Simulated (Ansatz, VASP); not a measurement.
**Two plane-wave programs on BN**

File POSCAR:

```
BN
1.0
    2.4982400000      0.0000000000      0.0000000000
   -1.2491200000      2.1635390000      0.0000000000
    0.0000000000      0.0000000000      6.6357000000
B N
2 2
Direct
    0.3333333333      0.6666666667      0.2500000000
    0.6666666667      0.3333333333      0.7500000000
    0.3333333333      0.6666666667      0.7500000000
    0.6666666667      0.3333333333      0.2500000000
```

Contents of INCAR.step1:

```
ALGO = Normal ; EDIFF = 1E-5
ENCUT = 660 ; GGA = PE
GGA_COMPAT = False ; ISMEAR = 0
LASPH = True ; LCHARG = False
LREAL = False ; LWAVE = True
NBANDS = 16 ; NELM = 120
PREC = Accurate ; SIGMA = 0.01
```

Contents of INCAR.step2:

```
ALGO = Normal ; EDIFF = 1E-6
ENCUT = 660 ; GGA_COMPAT = False
ISIF = 2 ; ISMEAR = 0
ISTART = 1 ; LASPH = True
LCHARG = False ; LMIXTAU = True
LREAL = False ; LWAVE = False
METAGGA = R2SCAN ; NBANDS = 16
NELM = 120 ; PREC = Accurate
SIGMA = 0.01
```

The input KPOINTS:

```
k-points
0
Gamma
  9 9 3
```

Input for Ansatz:

```yaml
crystal:
  lattice:
    - [2.49824, 0.0, 0.0]
    - [-1.24912, 2.163539, 0.0]
    - [0.0, 0.0, 6.6357]
  atoms:
    - { symbol: B, position: [0.3333333333333333, 0.6666666666666666, 0.25] }
    - { symbol: B, position: [0.6666666666666666, 0.3333333333333333, 0.75] }
    - { symbol: "N", position: [0.3333333333333333, 0.6666666666666666, 0.75] }
    - { symbol: "N", position: [0.6666666666666666, 0.3333333333333333, 0.25] }
kpoints:
  mp_grid:
    grid: [9, 9, 3]
hamiltonian:
  xc: r2scan
scf:
  occupations:
    method: fixed
output:
  stress: true
  eigenvalues: true
```

Alike in both runs: task single point; functional r2SCAN; k mesh 9 × 9 × 3; no spin polarisation.

```csv
,VASP,Ansatz
version,VASP 6.6.1,Ansatz 0.2.0
potentials or method,"VASP PAW PBE potentials, release 64 (B, N)","plane waves, PAW"
plane-wave cutoff (eV),660,500
occupations,"gaussian, width 0.01 eV",fixed
valence electrons in the cell,16,16
```

|  | VASP | Ansatz | Ansatz less VASP |
| --- | --- | --- | --- |
| gap on the k mesh at the Fermi level (eV) | 5.05 | 5.01 | -0.043 |
| pressure (GPa) | 1.6 | 1.1 | -0.44 |
| traceless stress, the component that is largest in VASP (GPa) | -0.76 | -0.15 | +0.607 |

VASP's potentials were made for PBE, not for r2SCAN.
